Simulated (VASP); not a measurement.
# W (Im-3m) in VASP: a series of runs, part 2 of 2

VASP 6.6.1. Earlier steps stand in the parts before.

## (3) Single point, PBE

This run uses another cell than the first one, of 14.58 Å³/atom, 0.885 times its volume.

INCAR reads:

```
PREC = Accurate ; ENCUT = 500
EDIFF = 1E-6 ; ISMEAR = -1
SIGMA = 0.1 ; LREAL = F
LASPH = T ; NELM = 120
ALGO = Normal ; ISIF = 2
LWAVE = F ; LCHARG = T
GGA = PE ; LELF = T
LVHAR = T ; NBANDS = 13
GGA_COMPAT = F
```

KPOINTS reads:

```
regular mesh
0
Gamma
  4 4 4
```

POSCAR reads:

```
W
1.0
   -1.5391218175      1.5391218175      1.5391218175
    1.5391218175     -1.5391218175      1.5391218175
    1.5391218175      1.5391218175     -1.5391218175
W
1
Direct
    0.0000000000      0.0000000000      0.0000000000
```

Potentials or basis: VASP PAW PBE potentials, release 64 (W_sv).

On the command line:

```
$ cat potpaw_PBE.64/W_sv/POTCAR > POTCAR
$ mpirun -np 1 vasp_std > vasp.out
```

OUTCAR:

```text
PREC = Accurate
   ENCUT = 500
   EDIFF = 1E-6
   ISMEAR = -1
   LREAL = F
   LASPH = T
   NELM = 120
   ISIF = 2
   GGA = PE

 ion  position               nearest neighbor table
   1  0.000  0.000  0.000-

  LATTYP: Found a body centered cubic cell.
 ALAT       =     3.0782436350

  Lattice vectors:

 A1 = (  -1.5391218175,   1.5391218175,   1.5391218175)
 A2 = (   1.5391218175,  -1.5391218175,   1.5391218175)
 A3 = (   1.5391218175,   1.5391218175,  -1.5391218175)

Analysis of symmetry for initial positions (statically):
=====================================================================
 Subroutine PRICEL returns:
 Original cell was already a primitive cell.

 Routine SETGRP: Setting up the symmetry group for a
 body centered cubic supercell.

 Subroutine GETGRP returns: Found 48 space group operations
 (whereof 48 operations were pure point group operations)
 out of a pool of 48 trial point group operations.

The static configuration has the point symmetry O_h .

Analysis of symmetry for dynamics (positions and initial velocities):
=====================================================================
 Subroutine PRICEL returns:
 Original cell was already a primitive cell.

 Routine SETGRP: Setting up the symmetry group for a
 body centered cubic supercell.

 Subroutine GETGRP returns: Found 48 space group operations
 (whereof 48 operations were pure point group operations)
 out of a pool of 48 trial point group operations.

The dynamic configuration has the point symmetry O_h .

 Subroutine INISYM returns: Found 48 space group operations
 (whereof 48 operations are pure point group operations),
 and found     1 'primitive' translations

----------------------------------------------------------------------------------------

                                     Primitive cell

  volume of cell :      14.5841

  direct lattice vectors                    reciprocal lattice vectors
    -1.539121818  1.539121818  1.539121818     0.000000000  0.324860576  0.324860576
     1.539121818 -1.539121818  1.539121818     0.324860576  0.000000000  0.324860576
     1.539121818  1.539121818 -1.539121818     0.324860576  0.324860576  0.000000000

  length of vectors
     2.665837187  2.665837187  2.665837187     0.459422232  0.459422232  0.459422232

  position of ions in fractional coordinates (direct lattice)
     0.000000000  0.000000000  0.000000000

  ion indices of the primitive-cell ions
   primitive index   ion index
                 1           1

----------------------------------------------------------------------------------------

 KPOINTS: regular mesh

Automatic generation of k-mesh.
 Grid dimensions read from file:
 generate k-points for:    4    4    4

 Generating k-lattice:

  Cartesian coordinates                     Fractional coordinates (reciprocal lattice)
     0.000000000  0.081215144  0.081215144     0.250000000  0.000000000  0.000000000
     0.081215144  0.000000000  0.081215144     0.000000000  0.250000000  0.000000000
     0.081215144  0.081215144  0.000000000     0.000000000  0.000000000  0.250000000

  Length of vectors
     0.114855558  0.114855558  0.114855558

  Shift w.r.t. Gamma in fractional coordinates (k-lattice)
     0.000000000  0.000000000  0.000000000

 Subroutine IBZKPT returns following result:
 ===========================================

 Found      8 irreducible k-points:

 Following reciprocal coordinates:
            Coordinates               Weight
  0.000000  0.000000  0.000000      1.000000
  0.250000  0.000000  0.000000     12.000000
  0.500000  0.000000  0.000000      6.000000
  0.250000  0.250000  0.000000     24.000000
  0.250000  0.250000  0.250000      2.000000
 -0.250000  0.250000  0.250000      6.000000
  0.500000  0.500000  0.250000     12.000000
  0.500000  0.500000  0.500000      1.000000
   k-points           NKPTS =      8   k-points in BZ     NKDIM =      8   number of bands    NBANDS=     13
   number of dos      NEDOS =    301   number of ions     NIONS =      1
   total plane-waves  NPLWV =   8000
   dimension x,y,z NGX =    20 NGY =   20 NGZ =   20
   dimension x,y,z NGXF=    40 NGYF=   40 NGZF=   40
   ions per type =               1
   NGX,Y,Z   is equivalent  to a cutoff of  12.47, 12.47, 12.47 a.u.
   NGXF,Y,Z  is equivalent  to a cutoff of  24.94, 24.94, 24.94 a.u.
 SYSTEM =  unknown system
   PREC   = accura    normal or accurate (medium, high low for compatibility)
   ISTART =      0    job   : 0-new  1-cont  2-samecut
   ICHARG =      2    charge: 1-file 2-atom 10-const
   ISPIN  =      1    spin polarized calculation?
   LNONCOLLINEAR =      F non collinear calculations
   LSORBIT =      F    spin-orbit coupling
   LASPH  =      T    aspherical Exc in radial PAW
   ENCUT  =  500.0 eV  36.75 Ry    6.06 a.u.   4.86  4.86  4.86*2*pi/ulx,y,z
   NELM   =    120;   NELMIN=  2; NELMDL= -5     # of ELM steps
   EDIFF  = 0.1E-05   stopping-criterion for ELM
   LREAL  =      F    real-space projection
   EDIFFG = 0.1E-04   stopping-criterion for IOM
   NSW    =      0    number of steps for IOM
   IBRION =     -1    ionic relax: 0-MD 1-quasi-New 2-CG
   NFREE  =      0    steps in history (QN), initial steepest desc. (CG)
   ISIF   =      2    stress and relaxation
   ISYM   =      2    0-nonsym 1-usesym 2-fastsym
   POTIM  = 0.5000    time-step for ionic-motion
   TEBEG  =    0.0;   TEEND  =   0.0 temperature during run
   PSTRESS=    0.0 pullay stress
   NELECT =      14.0000    total number of electrons
   NUPDOWN=      -1.0000    fix difference up-down
   EMIN   =  10.00;   EMAX   =-10.00  energy-range for DOS
   EFERMI =   0.00;   METHOD = LEGACY
   ISMEAR =    -1;   SIGMA  =   0.10  broadening in eV -4-tet -1-fermi 0-gaus
   EFERMI_NEDOS =   21; number of points for ismear=-14 and -15
   IALGO  =     38    algorithm
   IMIX   =      4    mixing-type and parameters
     AMIX     =   0.40;   BMIX     =  1.00
     AMIX_MAG =   1.60;   BMIX_MAG =  1.00
  volume/ion in A,a.u.               =      14.58        98.42
  Fermi-wavevector in a.u.,A,eV,Ry     =   1.614945  3.051804 35.484657  2.608049
  Thomas-Fermi vector in A             =   2.709772
   LORBIT       =      0    0 simple, 1 ext, 2 COOP (PROOUT), +10 PAW based schemes
   GGA     = PE    functional components
   LHFCALC =     F    Hartree Fock is set to
   AEXX    =    0.0000 exact exchange contribution
   IVDW    =     0    specifies the selected vdW correction
   LEPSILON=     F    determine dielectric tensor
   LRPA    =     F    only Hartree local field effects (RPA)
 non-spin polarized calculation
  energy-cutoff  :      500.00
  volume of cell :       14.58
 maximum number of plane-waves:       378
   NGX =  9   NGY =  9   NGZ =  9

 number of electron      13.9999995 magnetization

 Free energy of the ion-electron system (eV)
  ---------------------------------------------------
  ext. energy  EPLUGINS =         0.00000000
  ---------------------------------------------------
  free energy    TOTEN  =       -12.63513748 eV

  energy without entropy =      -12.62482659  energy(sigma->0) =      -12.62998204

 E-fermi :  12.5154     XC(G=0): -14.1017

 val. band max:       12.1495324188   @ k =  -0.2500   0.2500   0.2500
 cond. band min:      12.8661937671   @ k =   0.5000   0.5000   0.2500
 fundamental gap:      0.7166613483
 Fermi energy:        12.5154248278

 k-point     1 :       0.0000    0.0000    0.0000
  band No.  band energies     occupation
      1     -61.2799      2.00000
      2     -24.7078      2.00000
      3     -24.7078      2.00000
      4     -24.7078      2.00000
      5       2.5962      2.00000
      6      11.3686      1.99998
      7      11.3686      1.99998
      8      11.3686      1.99998
      9      15.1933      0.00000
     10      15.1933      0.00000
     11      27.3722      0.00000
     12      27.3722      0.00000
     13      27.3722      0.00000
[... 97 lines left out ...]
 k-point     8 :       0.5000    0.5000    0.5000
  band No.  band energies     occupation
      1     -60.9431      2.00000
      2     -25.8803      2.00000
      3     -25.8803      2.00000
      4     -25.8803      2.00000
      5       6.1566      2.00000
      6       6.1566      2.00000
      7      18.5662      0.00000
      8      18.5663      0.00000
      9      18.5663      0.00000
     10      21.6652      0.00000
     11      21.6652      0.00000
     12      21.6652      0.00000
     13      30.6067      0.00000

------------------------ aborting loop because EDIFF is reached ----------------------------------------

  FORCE on cell =-STRESS in cart. coord.  units (eV):
  Direction    XX          YY          ZZ          XY          YZ          ZX
  --------------------------------------------------------------------------------------
  -------------------------------------------------------------------------------------
  Total        3.4387375      3.4387375      3.4387375      0.0000000      0.0000000      0.0000000
  in kB      377.7727567    377.7727567    377.7727567      0.0000000      0.0000000      0.0000000
  external PRESSURE =     377.7727567 kB  Pullay stress =       0.0000000 kB

 VOLUME and BASIS-vectors are now :
 -----------------------------------------------------------------------------
  energy-cutoff  :      500.00
  volume of cell :       14.58
      direct lattice vectors                 reciprocal lattice vectors
    -1.539121818  1.539121818  1.539121818     0.000000000  0.324860576  0.324860576
     1.539121818 -1.539121818  1.539121818     0.324860576  0.000000000  0.324860576
     1.539121818  1.539121818 -1.539121818     0.324860576  0.324860576  0.000000000

 POSITION                                       TOTAL-FORCE (eV/Angst)
 -----------------------------------------------------------------------------------
      0.00000      0.00000      0.00000        -0.000000     -0.000000     -0.000000
 -----------------------------------------------------------------------------------
    total drift:                                0.000000     -0.000000      0.000000

  FREE ENERGIE OF THE ION-ELECTRON SYSTEM (eV)
  ---------------------------------------------------
  free  energy   TOTEN  =       -12.6351374804 eV

  energy  without entropy=      -12.6248265927  energy(sigma->0) =      -12.62998204
```

stdout:

```text
POSCAR found type information on POSCAR W
 POSCAR found :  1 types and       1 ions
 scaLAPACK will be used
 LDA part: xc-table for (Slater+PW92), standard interpolation
 POSCAR, INCAR and KPOINTS ok, starting setup
 FFT: planning ... GRIDC
 FFT: planning ... GRID_SOFT
 FFT: planning ... GRID
 WAVECAR not read
 entering main loop
```

It took 3.5 s on 1 thread of Intel Xeon Platinum 8259CL at 2.50GHz (Skylake/Cascade Lake), shared host; peak memory 0.12 GiB.

Results:

| Item | Value |
| --- | --- |
| Free energy | -12.6351 eV |
| Pressure | 37.8 GPa |
| Band gap on the k mesh | zero (band 7 reaches 18.57 eV, above the bottom of band 8 at 11.37 eV) |

Caveat: the k points lie up to 0.72 Å⁻¹ apart; spin-orbit coupling is left out, which moves the levels of the heavy elements.

## (4) Single point, PBE

This run uses another cell than the first one, of 14.58 Å³/atom, 0.885 times its volume.

INCAR reads:

```
SYSTEM = W
  PREC = Accurate
  ENCUT = 500
  EDIFF = 1E-6
  ISMEAR = -1
  SIGMA = 0.1
  LREAL = .False.
  LASPH = .True.
  NELM = 120
  ALGO = Normal
  ISIF = 2
  LWAVE = .False.
  LCHARG = .False.
  GGA = PE
  NBANDS = 13
  GGA_COMPAT = .False.
```

KPOINTS reads:

```
Automatic mesh
0
Gamma
  4 4 4
  0 0 0
```

POSCAR is that of step 3.

Potentials or basis: VASP PAW PBE potentials, release 64 (W_sv).

On the command line:

```
$ cat potpaw_PBE.64/W_sv/POTCAR > POTCAR
$ mpirun -np 1 vasp_std > vasp.out
```

OUTCAR:

```text
SYSTEM = W
   PREC = Accurate
   ENCUT = 500
   EDIFF = 1E-6
   ISMEAR = -1
   LREAL = .False.
   LASPH = .True.
   NELM = 120
   ISIF = 2
   GGA = PE

 ion  position               nearest neighbor table
   1  0.000  0.000  0.000-

  LATTYP: Found a body centered cubic cell.
 ALAT       =     3.0782436350

  Lattice vectors:

 A1 = (  -1.5391218175,   1.5391218175,   1.5391218175)
 A2 = (   1.5391218175,  -1.5391218175,   1.5391218175)
 A3 = (   1.5391218175,   1.5391218175,  -1.5391218175)

Analysis of symmetry for initial positions (statically):
=====================================================================
 Subroutine PRICEL returns:
 Original cell was already a primitive cell.

 Routine SETGRP: Setting up the symmetry group for a
 body centered cubic supercell.

 Subroutine GETGRP returns: Found 48 space group operations
[... 9 lines left out ...]

 Routine SETGRP: Setting up the symmetry group for a
 body centered cubic supercell.

[... 137 lines left out ...]
 Fermi energy:        12.5154248278

 k-point     1 :       0.0000    0.0000    0.0000
  band No.  band energies     occupation
      1     -61.2799      2.00000
      2     -24.7078      2.00000
      3     -24.7078      2.00000
      4     -24.7078      2.00000
      5       2.5962      2.00000
      6      11.3686      1.99998
      7      11.3686      1.99998
      8      11.3686      1.99998
      9      15.1933      0.00000
     10      15.1933      0.00000
     11      27.3722      0.00000
     12      27.3722      0.00000
     13      27.3722      0.00000
[... 98 lines left out ...]
  band No.  band energies     occupation
      1     -60.9431      2.00000
      2     -25.8803      2.00000
      3     -25.8803      2.00000
      4     -25.8803      2.00000
      5       6.1566      2.00000
      6       6.1566      2.00000
      7      18.5662      0.00000
      8      18.5663      0.00000
      9      18.5663      0.00000
     10      21.6652      0.00000
     11      21.6652      0.00000
     12      21.6652      0.00000
     13      30.6067      0.00000

------------------------ aborting loop because EDIFF is reached ----------------------------------------

  FORCE on cell =-STRESS in cart. coord.  units (eV):
  Direction    XX          YY          ZZ          XY          YZ          ZX
  --------------------------------------------------------------------------------------
  -------------------------------------------------------------------------------------
  Total        3.4387375      3.4387375      3.4387375      0.0000000      0.0000000      0.0000000
  in kB      377.7727567    377.7727567    377.7727567      0.0000000      0.0000000      0.0000000
  external PRESSURE =     377.7727567 kB  Pullay stress =       0.0000000 kB

 VOLUME and BASIS-vectors are now :
 -----------------------------------------------------------------------------
  energy-cutoff  :      500.00
  volume of cell :       14.58
      direct lattice vectors                 reciprocal lattice vectors
    -1.539121818  1.539121818  1.539121818     0.000000000  0.324860576  0.324860576
     1.539121818 -1.539121818  1.539121818     0.324860576  0.000000000  0.324860576
     1.539121818  1.539121818 -1.539121818     0.324860576  0.324860576  0.000000000

 POSITION                                       TOTAL-FORCE (eV/Angst)
 -----------------------------------------------------------------------------------
      0.00000      0.00000      0.00000        -0.000000     -0.000000     -0.000000
 -----------------------------------------------------------------------------------
    total drift:                                0.000000     -0.000000      0.000000

  FREE ENERGIE OF THE ION-ELECTRON SYSTEM (eV)
  ---------------------------------------------------
  free  energy   TOTEN  =       -12.6351374804 eV

  energy  without entropy=      -12.6248265927  energy(sigma->0) =      -12.62998204
```

It took 3.6 s on 1 thread of Intel Xeon Platinum 8259CL at 2.50GHz (Skylake/Cascade Lake), shared host; peak memory 0.12 GiB.

What came out:

| Property | Result |
| --- | --- |
| Free energy | -12.6351 eV |
| Pressure | 37.8 GPa |
| Band gap on the k mesh | zero (band 7 reaches 18.57 eV, above the bottom of band 8 at 11.37 eV) |

Caveat: the k points lie up to 0.72 Å⁻¹ apart; spin-orbit coupling is left out, which moves the levels of the heavy elements.
